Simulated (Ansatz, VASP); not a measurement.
ZnRe in VASP and in Ansatz

```xyz
2
Lattice="2.7482 0.0000 0.0000 -1.3741 2.3800 0.0000 0.0000 0.0000 4.4941" Properties=species:S:1:pos:R:3 pbc="T T T"
Zn    0.0000    0.0000    0.0000
Re    0.0000    1.5867    2.2470
```

Alike in both runs: task single point; functional PBE; k mesh 6 × 6 × 4; occupations gaussian, width 0.1 eV; no spin polarisation.

|  | VASP | Ansatz |
| --- | --- | --- |
| version | VASP 6.6.1 | Ansatz 0.2.0 |
| potentials or method | VASP PAW PBE potentials, release 64 (Zn, Re), cutoff 520 eV | scalar-relativistic, plane waves, PAW |
| valence electrons in the cell | 19 | 27 |

```csv
,VASP,Ansatz,Ansatz less VASP
gap on the k mesh at the Fermi level (eV),none,none,-
pressure (GPa),-0.5,-0.8,-0.28
"traceless stress, the component that is largest in VASP (GPa)",-0.02,-0.37,-0.346
```

A gap of «none» marks a metal or a gap that the smearing closes. VASP's potentials hold 19 valence electrons a cell and Ansatz's 27, so a difference there can come from the potentials and not from the codes.

The k mesh is coarse, so the values compare programs but aren't converged. Spin-orbit coupling is off throughout.
